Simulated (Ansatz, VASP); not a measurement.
## One calculation of In, two programs

Contents of INCAR:

```
SYSTEM = In
PREC = Accurate
ENCUT = 520
EDIFF = 1E-6
ISMEAR = -1
SIGMA = 0.1
LREAL = .FALSE.
LASPH = .TRUE.
NELM = 80
ALGO = Normal
ISIF = 2
LWAVE = .FALSE.
LCHARG = .FALSE.
GGA = RE
NBANDS = 12
```

KPOINTS

```
regular mesh
0
G
  13 13 13
  0 0 0
```

POSCAR

```
In
1.0
    0.0000000000      2.3205024611      2.3205024611
    2.3205024611      0.0000000000      2.3205024611
    2.3205024611      2.3205024611      0.0000000000
In
1
Direct
    0.0000000000      0.0000000000      0.0000000000
```

Input for Ansatz:

```yaml
crystal:
  lattice:
    - [0.0, 2.3205024611, 2.3205024611]
    - [2.3205024611, 0.0, 2.3205024611]
    - [2.3205024611, 2.3205024611, 0.0]
  atoms:
    - { symbol: In, position: [0.0, 0.0, 0.0] }
hamiltonian:
  xc: revpbe
  pseudopotentials:
    kind: paw
    azcp:
      In: "pseudopotentials/In.paw.azcp"
basis:
  ecutwfc: 420
  fft_grid_basis: typed
kpoints:
  mp_grid: { grid: [13, 13, 13], shift: [0, 0, 0] }
magnetization:
  spin_polarized: false
scf:
  occupations: { method: fermi_dirac, width: 0.1 }
  lower_state_search: "off"
output:
  stress: true
```

Alike in both runs: task single point; functional revPBE; k mesh 13 × 13 × 13; occupations fermi-dirac, width 0.1 eV; no spin polarisation.

|  | VASP | Ansatz |
| --- | --- | --- |
| version | VASP 6.6.1 | Ansatz 0.2.0 |
| potentials or method | VASP PAW PBE potentials, release 64 (In_d), cutoff 520 eV | plane waves (420 eV) with PAW, scalar-relativistic |
| valence electrons in the cell | 13 | 13 |

|  | VASP | Ansatz | Ansatz less VASP |
| --- | --- | --- | --- |
| pressure (GPa) | 5.6 | 5.7 | +0.07 |

VASP's potentials were made for PBE, not for revPBE.
